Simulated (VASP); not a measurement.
# Ca3PbN (Pm-3m) in VASP: notebook

Ca3PbN is run at these levels: LDA; tasks: single point, relaxation of cell and atoms.

Program: VASP 6.6.1. These are calculated values, not measurements. Logs are shortened: lines on timing, memory, paths and dates and some standing lists are left out, and cuts for length are marked.

## 1. The cell of the first run

The structure is cubic, space group Pm-3m (No. 221). The conventional cell has a = 5.694 Å, b = 5.694 Å, c = 5.694 Å, α = 90.00°, β = 90.00°, γ = 90.00°. Within 3.8 Å of Ca (site symmetry 4/mmm) lie 2 Pb at 2.85 Å. Pb (site symmetry m-3m) has 6 Ca at 2.85 Å within 3.8 Å. Within 5.3 Å of N (site symmetry m-3m) lie 12 Ca at 4.03 Å and 8 Pb at 4.93 Å.

## 2. Single point, LDA

The input, INCAR:

```
SYSTEM = Ca3PbN
PREC = Accurate ; ENCUT = 520
EDIFF = 1E-6 ; ISMEAR = 1
SIGMA = 0.05 ; LREAL = .False.
LASPH = .True. ; NELM = 60
ALGO = Normal ; ISIF = 2
LWAVE = .False. ; LCHARG = .True.
LELF = .True. ; LVHAR = .True.
NBANDS = 32
```

The input, KPOINTS:

```
Automatic mesh
0
Gamma
  5 5 5
  0 0 0
```

The input, POSCAR:

```
Ca3PbN
1.0
    5.6942589888      0.0000000000      0.0000000000
    0.0000000000      5.6942589888      0.0000000000
    0.0000000000      0.0000000000      5.6942589888
Ca Pb N
3 1 1
Direct
    0.5000000000      0.5000000000      0.0000000000
    0.5000000000      0.0000000000      0.5000000000
    0.0000000000      0.5000000000      0.5000000000
    0.5000000000      0.5000000000      0.5000000000
    0.0000000000      0.0000000000      0.0000000000
```

Potentials or basis: VASP PAW LDA potentials, release 64 (Ca_sv, Pb_d, N).

Started as:

```console
cat potpaw_LDA.64/Ca_sv/POTCAR potpaw_LDA.64/Pb_d/POTCAR potpaw_LDA.64/N/POTCAR > POTCAR
mpirun -np 1 vasp_std > vasp.out
```

OUTCAR:

```text
SYSTEM = Ca3PbN
   PREC = Accurate
   ENCUT = 520
   EDIFF = 1E-6
   ISMEAR = 1
   LREAL = .False.
   LASPH = .True.
   NELM = 60
   ISIF = 2

 ion  position               nearest neighbor table
   1  0.500  0.500  0.000-   4 2.85   4 2.85
   2  0.500  0.000  0.500-   4 2.85   4 2.85
   3  0.000  0.500  0.500-   4 2.85   4 2.85
   4  0.500  0.500  0.500-   1 2.85   2 2.85   3 2.85   1 2.85   2 2.85   3 2.85
   5  0.000  0.000  0.000-

  LATTYP: Found a simple cubic cell.
 ALAT       =     5.6942589888

  Lattice vectors:

 A1 = (   5.6942589888,   0.0000000000,   0.0000000000)
 A2 = (   0.0000000000,   5.6942589888,   0.0000000000)
 A3 = (   0.0000000000,   0.0000000000,   5.6942589888)

Analysis of symmetry for initial positions (statically):
=====================================================================
 Subroutine PRICEL returns:
 Original cell was already a primitive cell.

 Routine SETGRP: Setting up the symmetry group for a
 simple cubic supercell.

 Subroutine GETGRP returns: Found 48 space group operations
 (whereof 48 operations were pure point group operations)
 out of a pool of 48 trial point group operations.

The static configuration has the point symmetry O_h .

Analysis of symmetry for dynamics (positions and initial velocities):
=====================================================================
 Subroutine PRICEL returns:
 Original cell was already a primitive cell.

 Routine SETGRP: Setting up the symmetry group for a
 simple cubic supercell.

 Subroutine GETGRP returns: Found 48 space group operations
 (whereof 48 operations were pure point group operations)
 out of a pool of 48 trial point group operations.

The dynamic configuration has the point symmetry O_h .

 Subroutine INISYM returns: Found 48 space group operations
 (whereof 48 operations are pure point group operations),
 and found     1 'primitive' translations

----------------------------------------------------------------------------------------

                                     Primitive cell

  volume of cell :     184.6340

  direct lattice vectors                    reciprocal lattice vectors
     5.694258989  0.000000000  0.000000000     0.175615476  0.000000000  0.000000000
     0.000000000  5.694258989  0.000000000     0.000000000  0.175615476  0.000000000
     0.000000000  0.000000000  5.694258989     0.000000000  0.000000000  0.175615476

  length of vectors
     5.694258989  5.694258989  5.694258989     0.175615476  0.175615476  0.175615476

  position of ions in fractional coordinates (direct lattice)
     0.500000000  0.500000000  0.000000000
     0.500000000  0.000000000  0.500000000
     0.000000000  0.500000000  0.500000000
     0.500000000  0.500000000  0.500000000
     0.000000000  0.000000000  0.000000000

  ion indices of the primitive-cell ions
   primitive index   ion index
                 1           1
                 2           2
                 3           3
                 4           4
                 5           5

----------------------------------------------------------------------------------------

 KPOINTS: Automatic mesh

Automatic generation of k-mesh.
 Grid dimensions read from file:
 generate k-points for:    5    5    5

 Generating k-lattice:

  Cartesian coordinates                     Fractional coordinates (reciprocal lattice)
     0.035123095  0.000000000  0.000000000     0.200000000  0.000000000  0.000000000
     0.000000000  0.035123095  0.000000000     0.000000000  0.200000000  0.000000000
     0.000000000  0.000000000  0.035123095     0.000000000  0.000000000  0.200000000

  Length of vectors
     0.035123095  0.035123095  0.035123095

  Shift w.r.t. Gamma in fractional coordinates (k-lattice)
     0.000000000  0.000000000  0.000000000

 Subroutine IBZKPT returns following result:
 ===========================================

 Found     10 irreducible k-points:

 Following reciprocal coordinates:
            Coordinates               Weight
  0.000000  0.000000  0.000000      1.000000
  0.200000  0.000000  0.000000      6.000000
  0.400000  0.000000  0.000000      6.000000
  0.200000  0.200000  0.000000     12.000000
  0.400000  0.200000  0.000000     24.000000
  0.400000  0.400000  0.000000     12.000000
  0.200000  0.200000  0.200000      8.000000
  0.400000  0.200000  0.200000     24.000000
  0.400000  0.400000  0.200000     24.000000
  0.400000  0.400000  0.400000      8.000000
   k-points           NKPTS =     10   k-points in BZ     NKDIM =     10   number of bands    NBANDS=     32
   number of dos      NEDOS =    301   number of ions     NIONS =      5
   total plane-waves  NPLWV =  74088
   dimension x,y,z NGX =    42 NGY =   42 NGZ =   42
   dimension x,y,z NGXF=    84 NGYF=   84 NGZF=   84
   ions per type =               3   1   1
   NGX,Y,Z   is equivalent  to a cutoff of  12.26, 12.26, 12.26 a.u.
   NGXF,Y,Z  is equivalent  to a cutoff of  24.52, 24.52, 24.52 a.u.
 SYSTEM =  Ca3PbN
   PREC   = accura    normal or accurate (medium, high low for compatibility)
   ISTART =      0    job   : 0-new  1-cont  2-samecut
   ICHARG =      2    charge: 1-file 2-atom 10-const
   ISPIN  =      1    spin polarized calculation?
   LNONCOLLINEAR =      F non collinear calculations
   LSORBIT =      F    spin-orbit coupling
   LASPH  =      T    aspherical Exc in radial PAW
   ENCUT  =  520.0 eV  38.22 Ry    6.18 a.u.  10.59 10.59 10.59*2*pi/ulx,y,z
   NELM   =     60;   NELMIN=  2; NELMDL= -5     # of ELM steps
   EDIFF  = 0.1E-05   stopping-criterion for ELM
   LREAL  =      F    real-space projection
   EDIFFG = 0.1E-04   stopping-criterion for IOM
   NSW    =      0    number of steps for IOM
   IBRION =     -1    ionic relax: 0-MD 1-quasi-New 2-CG
   NFREE  =      0    steps in history (QN), initial steepest desc. (CG)
   ISIF   =      2    stress and relaxation
   ISYM   =      2    0-nonsym 1-usesym 2-fastsym
   POTIM  = 0.5000    time-step for ionic-motion
   TEBEG  =    0.0;   TEEND  =   0.0 temperature during run
   PSTRESS=    0.0 pullay stress
   NELECT =      49.0000    total number of electrons
   NUPDOWN=      -1.0000    fix difference up-down
   EMIN   =  10.00;   EMAX   =-10.00  energy-range for DOS
   EFERMI =   0.00;   METHOD = LEGACY
   ISMEAR =     1;   SIGMA  =   0.05  broadening in eV -4-tet -1-fermi 0-gaus
   EFERMI_NEDOS =   21; number of points for ismear=-14 and -15
   IALGO  =     38    algorithm
   IMIX   =      4    mixing-type and parameters
     AMIX     =   0.40;   BMIX     =  1.00
     AMIX_MAG =   1.60;   BMIX_MAG =  1.00
  volume/ion in A,a.u.               =      36.93       249.19
  Fermi-wavevector in a.u.,A,eV,Ry     =   1.052050  1.988086 15.059048  1.106809
  Thomas-Fermi vector in A             =   2.187117
   LORBIT       =      0    0 simple, 1 ext, 2 COOP (PROOUT), +10 PAW based schemes
   GGA     = CA    functional components
   LHFCALC =     F    Hartree Fock is set to
   AEXX    =    0.0000 exact exchange contribution
   IVDW    =     0    specifies the selected vdW correction
   LEPSILON=     F    determine dielectric tensor
   LRPA    =     F    only Hartree local field effects (RPA)
 non-spin polarized calculation
 Methfessel and Paxton  Order N= 1 SIGMA  =   0.05
  energy-cutoff  :      520.00
  volume of cell :      184.63
 maximum number of plane-waves:      4987
 NGX is ok and might be reduce to    42
   NGX = 21   NGY = 21   NGZ = 21

 number of electron      49.0000017 magnetization

 Free energy of the ion-electron system (eV)
  ---------------------------------------------------
  ext. energy  EPLUGINS =         0.00000000
  ---------------------------------------------------
  free energy    TOTEN  =       -15.36146384 eV

  energy without entropy =      -15.36156020  energy(sigma->0) =      -15.36149596

 E-fermi :   1.2267     XC(G=0):  -7.9334

 val. band max:        1.2115778256   @ k =   0.4000   0.2000   0.0000
 cond. band min:       1.2865041952   @ k =   0.2000   0.2000   0.2000
 fundamental gap:      0.0749263696
 Fermi energy:         1.2267493021

 k-point     1 :       0.0000    0.0000    0.0000
  band No.  band energies     occupation
      1     -39.7840      2.00000
      2     -39.7733      2.00000
      3     -39.7733      2.00000
      4     -21.1352      2.00000
      5     -21.1352      2.00000
      6     -21.1352      2.00000
[... 24 lines left out ...]
     31       2.7809      0.00000
     32       4.7142      0.00000

 k-point     2 :       0.2000    0.0000    0.0000
  band No.  band energies     occupation
      1     -39.7831      2.00000
      2     -39.7740      2.00000
      3     -39.7733      2.00000
      4     -21.1346      2.00000
      5     -21.1312      2.00000
      6     -21.1312      2.00000
[... 24 lines left out ...]
     31       3.0698      0.00000
     32       4.6033      0.00000

 k-point     3 :       0.4000    0.0000    0.0000
  band No.  band energies     occupation
      1     -39.7810      2.00000
      2     -39.7756      2.00000
      3     -39.7733      2.00000
      4     -21.1315      2.00000
      5     -21.1224      2.00000
      6     -21.1224      2.00000
[... 24 lines left out ...]
     31       3.4164      0.00000
     32       4.2069      0.00000

 k-point     4 :       0.2000    0.2000    0.0000
  band No.  band energies     occupation
      1     -39.7821      2.00000
      2     -39.7742      2.00000
      3     -39.7737      2.00000
      4     -21.1396      2.00000
      5     -21.1271      2.00000
      6     -21.1241      2.00000
[... 164 lines left out ...]
     31       3.5952      0.00000
     32       4.0814      0.00000

 k-point     9 :       0.4000    0.4000    0.2000
  band No.  band energies     occupation
      1     -39.7778      2.00000
      2     -39.7758      2.00000
      3     -39.7752      2.00000
      4     -21.1683      2.00000
      5     -21.1325      2.00000
      6     -21.1214      2.00000
[... 24 lines left out ...]
     31       3.7443      0.00000
     32       3.9376      0.00000

 k-point    10 :       0.4000    0.4000    0.4000
  band No.  band energies     occupation
      1     -39.7768      2.00000
      2     -39.7758      2.00000
      3     -39.7758      2.00000
      4     -21.1878      2.00000
      5     -21.1329      2.00000
      6     -21.1324      2.00000
[... 24 lines left out ...]
     31       3.8452      0.00000
     32       3.9164      0.00000

------------------------ aborting loop because EDIFF is reached ----------------------------------------

  FORCE on cell =-STRESS in cart. coord.  units (eV):
  Direction    XX          YY          ZZ          XY          YZ          ZX
  --------------------------------------------------------------------------------------
  -------------------------------------------------------------------------------------
  Total        0.1084327      0.1084327      0.1084327     -0.0000000     -0.0000000      0.0000000
  in kB        0.9409338      0.9409338      0.9409338     -0.0000000     -0.0000000      0.0000000
  external PRESSURE =       0.9409338 kB  Pullay stress =       0.0000000 kB

 VOLUME and BASIS-vectors are now :
 -----------------------------------------------------------------------------
  energy-cutoff  :      520.00
  volume of cell :      184.63
      direct lattice vectors                 reciprocal lattice vectors
     5.694258989  0.000000000  0.000000000     0.175615476  0.000000000  0.000000000
     0.000000000  5.694258989  0.000000000     0.000000000  0.175615476  0.000000000
     0.000000000  0.000000000  5.694258989     0.000000000  0.000000000  0.175615476

 POSITION                                       TOTAL-FORCE (eV/Angst)
 -----------------------------------------------------------------------------------
      2.84713      2.84713      0.00000         0.000000      0.000000      0.000000
      2.84713      0.00000      2.84713         0.000000      0.000000      0.000000
      0.00000      2.84713      2.84713         0.000000      0.000000      0.000000
      2.84713      2.84713      2.84713         0.000000      0.000000      0.000000
      0.00000      0.00000      0.00000         0.000000      0.000000      0.000000
 -----------------------------------------------------------------------------------
    total drift:                                0.000000     -0.000000     -0.000000

  FREE ENERGIE OF THE ION-ELECTRON SYSTEM (eV)
  ---------------------------------------------------
  free  energy   TOTEN  =       -15.3614638414 eV

  energy  without entropy=      -15.3615601958  energy(sigma->0) =      -15.36149596
```

Wall time 92 s (1 thread of Intel Xeon 8259CL, shared host); peak memory 0.24 GiB.

Results:

* Free energy: -15.3615 eV
* Pressure: 0.1 GPa
* Band gap on the k mesh: zero (an odd number of electrons rules out a gap without spin polarisation)

Caveat: spin-orbit coupling is left out, which moves the levels of the heavy elements.

## 3. Relaxation of cell and atoms, LDA

This run uses another cell than the first one, of 42.21 Å³/atom.

The input, INCAR:

```
SYSTEM = Ca3PbN
  PREC = Accurate
  ENCUT = 600
  EDIFF = 1E-7
  ISMEAR = 1
  SIGMA = 0.05
  LREAL = .FALSE.
  LASPH = .TRUE.
  NELM = 100
  ALGO = Normal
  ISIF = 3
  LWAVE = .FALSE.
  LCHARG = .FALSE.
  IBRION = 2
  NSW = 80
  EDIFFG = -0.03
```

The input, KPOINTS:

```
regular mesh
0
G
  5 5 5
  0 0 0
```

POSCAR: that of step 2 with these lines changed.

```diff
@@ -2,5 +2,5 @@
 1.0
-    5.6942589888      0.0000000000      0.0000000000
-    0.0000000000      5.6942589888      0.0000000000
-    0.0000000000      0.0000000000      5.6942589888
+    5.9539870000      0.0000000000      0.0000000000
+    0.0000000000      5.9539870000      0.0000000000
+    0.0000000000      0.0000000000      5.9539870000
 Ca Pb N
```

Potentials or basis: VASP PAW LDA potentials, release 64 (Ca_sv, Pb_d, N).

Started as:

```console
cat potpaw_LDA.64/Ca_sv/POTCAR potpaw_LDA.64/Pb_d/POTCAR potpaw_LDA.64/N/POTCAR > POTCAR
mpirun -np 1 vasp_std > vasp.out
```

Wall time 5.4 min (1 thread of Intel Xeon 8259CL, shared host); peak memory 0.31 GiB.

It converged, with:

```
Free energy                           : -15.3657 eV
Relaxed volume                        : 37.16 Å³/atom
Relaxed cell                          : a = 5.706 Å, b = 5.706 Å, c = 5.706 Å, α = 90.00°, β = 90.00°, γ = 90.00°
Space group after relaxing (to 0.1 Å) : Pm-3m (No. 221)
Energy gained by relaxing             : 46.2 meV/atom
Ionic steps                           : 3
Pressure after relaxing               : 0.0 GPa
Band gap on the k mesh                : zero (an odd number of electrons rules out a gap without spin polarisation)
```

The path:
```tsv
step	energy change (eV)	largest force (eV/Å)	pressure (GPa)	volume (Å³)
1	0.0000	0.0000	-2.61	211.07
2	-0.2195	0.0000	-0.69	190.78
3	-0.2310	0.0000	-0.04	185.82
```

Final structure:
```
Ca Pb N
1.0
     5.70642    0.00000    0.00000
     0.00000    5.70642    0.00000
     0.00000    0.00000    5.70642
Ca Pb N
3 1 1
Direct
  0.50000 0.50000 0.00000
  0.50000 0.00000 0.50000
  0.00000 0.50000 0.50000
  0.50000 0.50000 0.50000
  0.00000 0.00000 0.00000
```

Levels at points of the mesh, in eV from the Fermi level:
```tsv
k point	band 21	band 22	band 23	band 24	band 25	band 26	band 27	band 28	band 29
(0.00, 0.00, 0.00)	-0.53	-0.53	-0.29	0.52	0.52	0.52	1.30	1.30	1.55
```

Caveat: spin-orbit coupling is left out, which moves the levels of the heavy elements.
